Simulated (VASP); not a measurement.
Here is a VASP 6.6.1 calculation.

File INCAR:

```
SYSTEM = C
ALGO = Normal
EDIFF = 1E-8
ENCUT = 600
GGA = CA
IBRION = 6
ISIF = 3
ISMEAR = 0
LASPH = .True.
LCHARG = .False.
LREAL = .False.
LWAVE = .False.
NELM = 100
NFREE = 2
NSW = 1
POTIM = 0.015
PREC = Accurate
SIGMA = 0.01
```

The input KPOINTS:

```
k-points
0
Gamma
  12 12 12
  0 0 0
```

Contents of POSCAR:

```
C
1.0
    0.0000000000      1.7573064923      1.7573064923
    1.7573064923      0.0000000000      1.7573064923
    1.7573064923      1.7573064923      0.0000000000
C
2
Direct
    0.5000000000      0.5000000000      0.5000000000
    0.7500000000      0.7500000000      0.7500000000
```

Potentials or basis: VASP PAW LDA potentials, release 64 (C).

The run is started by

```sh
$ cat potpaw_LDA.64/C/POTCAR > POTCAR
$ mpirun -np 1 vasp_std > vasp.out
```

Estimate the elastic constants C11, C12, C44.

1131, 163, 614 GPa.

Predict the Voigt bulk modulus.

486 GPa.

What does it give for the highest phonon frequency at Γ?

1346 cm⁻¹.

Clamped-ion elastic tensor (GPa):
```
1131  163  163    0    0    0
 163 1131  163    0    0    0
 163  163 1131    0    0    0
   0    0    0  623    0    0
   0    0    0    0  623    0
   0    0    0    0    0  623
```

Caveat: the cell is under stress, which shifts elastic constants.
